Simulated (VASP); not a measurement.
Set up this calculation in VASP 6.6.1, as the native input.

```yaml
Task: single point
Functional: PBEsol
Potentials_or_basis: VASP PAW PBE potentials, release 64 (Be)
Cutoff: 520 eV
k_mesh: 24 × 24 × 14
Occupations: gaussian, width 0.15 eV
Spin: no spin polarisation
Dipole_correction: no
Further_INCAR_settings: ALGO = Normal; EDIFF = 1e-07; NBANDS = 9
```

The structure of Be lies in POSCAR:

```
Be
1.0
    2.3684870445      0.0000000000      0.0000000000
   -1.1842435223      2.0511699490      0.0000000000
    0.0000000000      0.0000000000      3.4928730000
Be
2
Direct
    0.3333333333      0.6666666667      0.2500000000
    0.6666666667      0.3333333333      0.7500000000
```

This cell differs from its parent crystal: strain +0.030 along x and y, -0.030 along z.

The input as run:

INCAR

```
ALGO = Normal
EDIFF = 1E-7
ENCUT = 520
GGA = PS
ISIF = 2
ISMEAR = 0
LASPH = True
LCHARG = False
LREAL = False
LWAVE = False
NBANDS = 9
NELM = 100
PREC = Accurate
SIGMA = 0.15
```

KPOINTS

```
k-points
0
Gamma
  24 24 14
```

Potentials or basis: VASP PAW PBE potentials, release 64 (Be).

The run is started by

```console
$ cat potpaw_PBE.64/Be/POTCAR > POTCAR
$ mpirun -np 1 vasp_std > vasp.out
```

Results of the run:

```yaml
Pressure: -7.2 GPa
Band_gap_on_the_k_mesh: zero (bands 2 and 3 overlap by 2.24 eV)
```

Caveat: the cell differs from its parent crystal (strain +0.030 along x and y, -0.030 along z); the stress differs along the axes, from -13 to 4 GPa; the PAW data sets were made with another functional, which shifts forces and pressure a little.

Wall time 18 s on 1 thread of Intel(R) Xeon(R) 6975P-C (Granite Rapids) (shared host), peak memory 0.17 GiB.
